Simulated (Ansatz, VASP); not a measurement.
Two plane-wave programs on Al2Cu

The input INCAR:

```
  ALGO = Fast
  EDIFF = 1E-7
  ENCUT = 520
  GGA = PE
  ISIF = 2
  ISMEAR = 0
  LASPH = True
  LCHARG = True
  LELF = True
  LREAL = False
  LVHAR = True
  LWAVE = False
  NBANDS = 16
  NELM = 80
  PREC = Accurate
  SIGMA = 0.1
```

The input KPOINTS:

```
k-points
0
Gamma
  12 12 16
```

File POSCAR:

```
Al2Cu
1.0
    4.1051820000      0.0000000000      0.0000000000
    0.0000000000      4.1051820000      0.0000000000
    0.0000000000      0.0000000000      2.8913130000
Al Cu
2 1
Direct
    0.5000000000      0.0000000000      0.5000000000
    0.0000000000      0.5000000000      0.5000000000
    0.0000000000      0.0000000000      0.0000000000
```

Input for Ansatz:

```yaml
crystal:
  lattice:
    - [4.105182, 0.0, 0.0]
    - [0.0, 4.105182, 0.0]
    - [0.0, 0.0, 2.891313]
  atoms:
    - { symbol: Al, position: [0.5, 0.0, 0.5] }
    - { symbol: Al, position: [0.0, 0.5, 0.5] }
    - { symbol: Cu, position: [0.0, 0.0, 0.0] }
basis:
  ecutwfc: 420
kpoints:
  mp_grid: { grid: [12, 12, 16] }
hamiltonian:
  xc: pbe
scf:
  occupations: { method: gaussian, width: 0.1 }
output:
  forces: true
  stress: true
  eigenvalues: true
```

Alike in both runs: task single point; functional PBE; k mesh 12 × 12 × 16; occupations gaussian, width 0.1 eV; no spin polarisation.

|  | VASP | Ansatz |
| --- | --- | --- |
| version | VASP 6.6.1 | Ansatz 0.2.0 |
| potentials or method | VASP PAW PBE potentials, release 64 (Al, Cu), cutoff 520 eV | scalar-relativistic, plane waves, PAW |
| valence electrons in the cell | 17 | 25 |

VASP gave:

- gap on the k mesh at the Fermi level (eV): none
- pressure (GPa): 0.6
- traceless stress, the component that is largest in VASP (GPa): -0.92

Problem. What did Ansatz give for the same quantities?

Solution. gap on the k mesh at the Fermi level (eV): none; pressure (GPa): 0.5; traceless stress, the component that is largest in VASP (GPa): -0.91.

A gap of «none» marks a metal or a gap that the smearing closes. VASP's potentials hold 17 valence electrons a cell and Ansatz's 25, so a difference there can come from the potentials and not from the codes.
